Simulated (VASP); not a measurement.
# LiF (Imm2) in VASP: notebook, part 3 of 3

VASP 6.6.1.

## (5) Single point, PBE

INCAR reads:

```
ALGO = Normal ; EDIFF = 1E-7
ENCUT = 520 ; GGA = PE
ISIF = 2 ; ISMEAR = 0
LASPH = T ; LCHARG = F
LREAL = F ; LWAVE = F
NBANDS = 12 ; NELM = 60
PREC = Accurate ; SIGMA = 0.05
```

KPOINTS reads:

```
k-points
0
Gamma
  10 10 10
```

POSCAR reads:

```
LiF
1.0
    0.0000000000      2.0140000000      2.0140000000
    2.0140000000      0.0000000000      2.0140000000
    2.0140000000      2.0140000000      0.0000000000
Li F
1 1
Direct
   -0.0219434825      0.0000000000      0.0000000000
    0.5000000000      0.5000000000      0.5000000000
```

Potentials or basis: VASP PAW PBE potentials, release 64 (Li_sv, F).

Run with:

```bash
cat potpaw_PBE.64/Li_sv/POTCAR potpaw_PBE.64/F/POTCAR > POTCAR
mpirun -np 1 vasp_std > vasp.out
```

OUTCAR:

```text
EDIFF = 1E-7
   ENCUT = 520
   GGA = PE
   ISIF = 2
   ISMEAR = 0
   LASPH = T
   LREAL = F
   NELM = 60
   PREC = Accurate

 ion  position               nearest neighbor table
   1  0.978  0.000  0.000-   2 1.97   2 1.97   2 2.01   2 2.01   2 2.06   2 2.06
   2  0.500  0.500  0.500-   1 1.97   1 1.97   1 2.01   1 2.01   1 2.06   1 2.06

  LATTYP: Found a face centered cubic cell.
 ALAT       =     4.0280000000

  Lattice vectors:

 A1 = (   0.0000000000,   2.0140000000,   2.0140000000)
 A2 = (   2.0140000000,   0.0000000000,   2.0140000000)
 A3 = (   2.0140000000,   2.0140000000,   0.0000000000)

Analysis of symmetry for initial positions (statically):
=====================================================================
 Subroutine PRICEL returns:
 Original cell was already a primitive cell.

 Routine SETGRP: Setting up the symmetry group for a
 face centered cubic supercell.

 Subroutine GETGRP returns: Found  4 space group operations
 (whereof  4 operations were pure point group operations)
 out of a pool of 48 trial point group operations.

The static configuration has the point symmetry C_2v.

Analysis of symmetry for dynamics (positions and initial velocities):
=====================================================================
 Subroutine PRICEL returns:
 Original cell was already a primitive cell.

 Routine SETGRP: Setting up the symmetry group for a
 face centered cubic supercell.

 Subroutine GETGRP returns: Found  4 space group operations
 (whereof  4 operations were pure point group operations)
 out of a pool of 48 trial point group operations.

The dynamic configuration has the point symmetry C_2v.

 Subroutine INISYM returns: Found  4 space group operations
 (whereof  4 operations are pure point group operations),
 and found     1 'primitive' translations

----------------------------------------------------------------------------------------

                                     Primitive cell

  volume of cell :      16.3384

  direct lattice vectors                    reciprocal lattice vectors
     0.000000000  2.014000000  2.014000000    -0.248262165  0.248262165  0.248262165
     2.014000000  0.000000000  2.014000000     0.248262165 -0.248262165  0.248262165
     2.014000000  2.014000000  0.000000000     0.248262165  0.248262165 -0.248262165

  length of vectors
     2.848226115  2.848226115  2.848226115     0.430002683  0.430002683  0.430002683

  position of ions in fractional coordinates (direct lattice)
     0.978056518  0.000000000  0.000000000
     0.500000000  0.500000000  0.500000000

  ion indices of the primitive-cell ions
   primitive index   ion index
                 1           1
                 2           2

----------------------------------------------------------------------------------------

 KPOINTS: k-points

Automatic generation of k-mesh.
 Grid dimensions read from file:
 generate k-points for:   10   10   10

 Generating k-lattice:

  Cartesian coordinates                     Fractional coordinates (reciprocal lattice)
    -0.024826216  0.024826216  0.024826216     0.100000000  0.000000000  0.000000000
     0.024826216 -0.024826216  0.024826216     0.000000000  0.100000000  0.000000000
     0.024826216  0.024826216 -0.024826216     0.000000000  0.000000000  0.100000000

  Length of vectors
     0.043000268  0.043000268  0.043000268

  Shift w.r.t. Gamma in fractional coordinates (k-lattice)
     0.000000000  0.000000000  0.000000000

 Subroutine IBZKPT returns following result:
 ===========================================

 Found    171 irreducible k-points:

 Following reciprocal coordinates:
            Coordinates               Weight
  0.000000  0.000000  0.000000      1.000000
  0.100000  0.000000  0.000000      4.000000
  0.000000  0.100000  0.000000      4.000000
  0.200000  0.000000  0.000000      4.000000
  0.000000  0.200000  0.000000      4.000000
  0.300000  0.000000  0.000000      4.000000
[... 16 lines left out ...]
  0.000000  0.400000  0.100000      4.000000
  0.100000  0.000000  0.400000      8.000000
 [... further k-points ...]
   k-points           NKPTS =    171   k-points in BZ     NKDIM =    171   number of bands    NBANDS=     12
   number of dos      NEDOS =    301   number of ions     NIONS =      2
   total plane-waves  NPLWV =  13824
   dimension x,y,z NGX =    24 NGY =   24 NGZ =   24
   dimension x,y,z NGXF=    48 NGYF=   48 NGZF=   48
   ions per type =               1   1
   NGX,Y,Z   is equivalent  to a cutoff of  14.01, 14.01, 14.01 a.u.
   NGXF,Y,Z  is equivalent  to a cutoff of  28.02, 28.02, 28.02 a.u.
 SYSTEM =  unknown system
   PREC   = accura    normal or accurate (medium, high low for compatibility)
   ISTART =      0    job   : 0-new  1-cont  2-samecut
   ICHARG =      2    charge: 1-file 2-atom 10-const
   ISPIN  =      1    spin polarized calculation?
   LNONCOLLINEAR =      F non collinear calculations
   LSORBIT =      F    spin-orbit coupling
   LASPH  =      T    aspherical Exc in radial PAW
   ENCUT  =  520.0 eV  38.22 Ry    6.18 a.u.   5.30  5.30  5.30*2*pi/ulx,y,z
   NELM   =     60;   NELMIN=  2; NELMDL= -5     # of ELM steps
   EDIFF  = 0.1E-06   stopping-criterion for ELM
   LREAL  =      F    real-space projection
   EDIFFG = 0.1E-05   stopping-criterion for IOM
   NSW    =      0    number of steps for IOM
   IBRION =     -1    ionic relax: 0-MD 1-quasi-New 2-CG
   NFREE  =      0    steps in history (QN), initial steepest desc. (CG)
   ISIF   =      2    stress and relaxation
   ISYM   =      2    0-nonsym 1-usesym 2-fastsym
   POTIM  = 0.5000    time-step for ionic-motion
   TEBEG  =    0.0;   TEEND  =   0.0 temperature during run
   PSTRESS=    0.0 pullay stress
   NELECT =      10.0000    total number of electrons
   NUPDOWN=      -1.0000    fix difference up-down
   EMIN   =  10.00;   EMAX   =-10.00  energy-range for DOS
   EFERMI =   0.00;   METHOD = LEGACY
   ISMEAR =     0;   SIGMA  =   0.05  broadening in eV -4-tet -1-fermi 0-gaus
   EFERMI_NEDOS =   21; number of points for ismear=-14 and -15
   IALGO  =     38    algorithm
   IMIX   =      4    mixing-type and parameters
     AMIX     =   0.40;   BMIX     =  1.00
     AMIX_MAG =   1.60;   BMIX_MAG =  1.00
  volume/ion in A,a.u.               =       8.17        55.13
  Fermi-wavevector in a.u.,A,eV,Ry     =   1.389970  2.626662 26.286674  1.932016
  Thomas-Fermi vector in A             =   2.513950
   LORBIT       =      0    0 simple, 1 ext, 2 COOP (PROOUT), +10 PAW based schemes
   GGA     = PE    functional components
   LHFCALC =     F    Hartree Fock is set to
   AEXX    =    0.0000 exact exchange contribution
   IVDW    =     0    specifies the selected vdW correction
   LEPSILON=     F    determine dielectric tensor
   LRPA    =     F    only Hartree local field effects (RPA)
 non-spin polarized calculation
 Gauss-broadening in eV      SIGMA  =   0.05
  energy-cutoff  :      520.00
  volume of cell :       16.34
 maximum number of plane-waves:       459
 NGX is ok and might be reduce to    24
   NGX = 11   NGY = 11   NGZ = 11

 number of electron      10.0000000 magnetization

 number of electron       9.9999992 magnetization

 Free energy of the ion-electron system (eV)
  ---------------------------------------------------
  ext. energy  EPLUGINS =         0.00000000
  ---------------------------------------------------
  free energy    TOTEN  =        -9.63426804 eV

  energy without entropy =       -9.63426804  energy(sigma->0) =       -9.63426804

 E-fermi :  -0.6028     XC(G=0):  -9.9807

 val. band max:       -1.0188078069   @ k =   0.0000   0.0000   0.0000
 cond. band min:       8.0623348455   @ k =   0.0000   0.0000   0.0000
 fundamental gap:      9.0811426524
 Fermi energy:        -0.6028424638

 k-point     1 :       0.0000    0.0000    0.0000
  band No.  band energies     occupation
      1     -41.9355      2.00000
      2     -20.9950      2.00000
      3      -1.0263      2.00000
      4      -1.0192      2.00000
      5      -1.0188      2.00000
      6       8.0623      0.00000
      7      22.6890      0.00000
      8      22.7035      0.00000
      9      22.9578      0.00000
     10      23.3047      0.00000
     11      23.5808      0.00000
     12      23.5835      0.00000
[... 331 lines left out ...]
 k-point    24 :       0.1000    0.0000    0.4000
  band No.  band energies     occupation
      1     -41.8838      2.00000
      2     -20.6066      2.00000
      3      -3.1589      2.00000
      4      -1.3818      2.00000
      5      -1.3491      2.00000
      6      10.1210      0.00000
      7      15.6469      0.00000
      8      18.2558      0.00000
      9      18.5450      0.00000
     10      25.6818      0.00000
     11      29.7334      0.00000
     12      29.9491      0.00000

 [... further k-points ...]
[... 5 lines left out ...]
  --------------------------------------------------------------------------------------
  -------------------------------------------------------------------------------------
  Total        0.1666216      0.1969801      0.1969801      0.0000000     -0.0033593      0.0000000
  in kB       16.3393044     19.3163268     19.3163268      0.0000000     -0.3294169      0.0000000
  external PRESSURE =      18.3239860 kB  Pullay stress =       0.0000000 kB

 VOLUME and BASIS-vectors are now :
 -----------------------------------------------------------------------------
  energy-cutoff  :      520.00
  volume of cell :       16.34
      direct lattice vectors                 reciprocal lattice vectors
     0.000000000  2.014000000  2.014000000    -0.248262165  0.248262165  0.248262165
     2.014000000  0.000000000  2.014000000     0.248262165 -0.248262165  0.248262165
     2.014000000  2.014000000  0.000000000     0.248262165  0.248262165 -0.248262165

 POSITION                                       TOTAL-FORCE (eV/Angst)
 -----------------------------------------------------------------------------------
      0.00000      1.96981      1.96981         0.000000      0.074515      0.074515
      2.01400      2.01400      2.01400        -0.000000     -0.074515     -0.074515
 -----------------------------------------------------------------------------------
    total drift:                               -0.000000     -0.000085     -0.000085

  FREE ENERGIE OF THE ION-ELECTRON SYSTEM (eV)
  ---------------------------------------------------
  free  energy   TOTEN  =        -9.6342680423 eV

  energy  without entropy=       -9.6342680423  energy(sigma->0) =       -9.63426804
```

It took 10 s on 1 thread of Intel Xeon 6975P-C (Granite Rapids), shared host; peak memory 0.15 GiB.

What came out:

```
Free energy            : -9.6343 eV
Largest force          : 0.105 eV/Å
Band gap on the k mesh : 9.08 eV, direct
```

Forces on the atoms (eV/Å):
```
Li   0.000  0.075  0.075
F    0.000 -0.075 -0.075
```

Caveat: the cell differs from its parent crystal (all Li atoms moved +0.062 Å, as atom 1 towards its neighbour atom 1 (Li) at 2.848 Å); the cutoff is under 1.25 times the usual one of these potentials, so pressure, stress and relaxed cells hold a basis-set (Pulay) error.

## (6) Single point, PBE

INCAR reads:

```
ALGO = Normal
EDIFF = 1E-6
ENCUT = 520
GGA = PE
ISIF = 2
ISMEAR = 0
LASPH = True
LCHARG = True
LELF = True
LREAL = False
LVHAR = True
LWAVE = False
NBANDS = 12
NELM = 60
PREC = Accurate
SIGMA = 0.05
```

KPOINTS is that of step 5.

POSCAR: that of step 5 with these lines changed.

```diff
@@ -8,3 +8,3 @@
 Direct
-   -0.0219434825      0.0000000000      0.0000000000
+   -0.0131660895      0.0000000000      0.0000000000
     0.5000000000      0.5000000000      0.5000000000
```

Potentials or basis: VASP PAW PBE potentials, release 64 (Li_sv, F).

Run with:

```bash
cat potpaw_PBE.64/Li_sv/POTCAR potpaw_PBE.64/F/POTCAR > POTCAR
mpirun -np 1 vasp_std > vasp.out
```

Wall time 10 s (1 thread of Intel Xeon 6975P-C (Granite Rapids), shared host); peak memory 0.15 GiB.

The run converged. Its results:

```yaml
Free_energy: -9.6364 eV
Largest_force: 0.063 eV/Å
Band_gap_on_the_k_mesh: 9.08 eV, direct
```

Forces on the atoms (eV/Å):
```
Li   0.000  0.045  0.045
F    0.000 -0.045 -0.045
```

Levels at points of the mesh, in eV from the valence-band top:
| k point | band 3 | band 4 | band 5 | band 6 | band 7 | band 8 |
| --- | --- | --- | --- | --- | --- | --- |
| (0.00, 0.00, 0.00) | 0.00 | 0.00 | 0.00 | 9.08 | 23.84 | 23.85 |
| (0.50, 0.00, 0.00) | -2.52 | -0.23 | -0.23 | 10.78 | 16.73 | 18.90 |
| (0.00, 0.50, 0.00) | -2.52 | -0.23 | -0.23 | 10.78 | 16.73 | 18.90 |
| (0.50, 0.50, 0.00) | -3.00 | -1.00 | -1.00 | 14.80 | 16.47 | 17.44 |
| (0.00, 0.50, 0.50) | -3.01 | -1.00 | -1.00 | 14.81 | 16.46 | 17.42 |

Caveat: the cell differs from its parent crystal (all Li atoms moved +0.037 Å, as atom 1 towards its neighbour atom 1 (Li) at 2.848 Å); the cutoff is under 1.25 times the usual one of these potentials, so pressure, stress and relaxed cells hold a basis-set (Pulay) error.

## (7) Single point, PBE

INCAR reads:

```
PREC = Accurate
ENCUT = 520
EDIFF = 1E-7
ISMEAR = 0
SIGMA = 0.05
LREAL = False
LASPH = True
NELM = 100
ALGO = Normal
ISIF = 2
LWAVE = False
LCHARG = False
GGA = PE
NBANDS = 12
```

KPOINTS reads:

```
Automatic mesh
0
Gamma
  10 10 10
```

POSCAR: that of step 6 with these lines changed.

```diff
@@ -8,3 +8,3 @@
 Direct
-   -0.0131660895      0.0000000000      0.0000000000
+   -0.0043886965      0.0000000000      0.0000000000
     0.5000000000      0.5000000000      0.5000000000
```

Run with:

```bash
cat potpaw_PBE.64/Li_sv/POTCAR potpaw_PBE.64/F/POTCAR > POTCAR
mpirun -np 1 vasp_std > vasp.out
```

It took 10 s on 1 thread of Intel Xeon 6975P-C (Granite Rapids), shared host; peak memory 0.15 GiB.

It converged, with:

```yaml
Free_energy: -9.6374 eV
Largest_force: 0.021 eV/Å
Band_gap_on_the_k_mesh: 9.09 eV, direct
```

Forces on the atoms (eV/Å):
```
Li   0.000  0.015  0.015
F    0.000 -0.015 -0.015
```

Levels at points of the mesh, in eV from the valence-band top:
```tsv
k point	band 3	band 4	band 5	band 6	band 7	band 8
(0.00, 0.00, 0.00)	0.00	0.00	0.00	9.09	23.95	23.95
(0.50, 0.00, 0.00)	-2.52	-0.23	-0.23	10.77	16.74	18.90
(0.00, 0.50, 0.00)	-2.52	-0.23	-0.23	10.77	16.74	18.90
(0.50, 0.50, 0.00)	-3.00	-1.00	-1.00	14.81	16.47	17.45
(0.00, 0.50, 0.50)	-3.00	-1.00	-1.00	14.81	16.47	17.45
```

Caveat: the cell differs from its parent crystal (all Li atoms moved +0.013 Å, as atom 1 towards its neighbour atom 1 (Li) at 2.848 Å); the cutoff is under 1.25 times the usual one of these potentials, so pressure, stress and relaxed cells hold a basis-set (Pulay) error. A k mesh can miss the band edges.
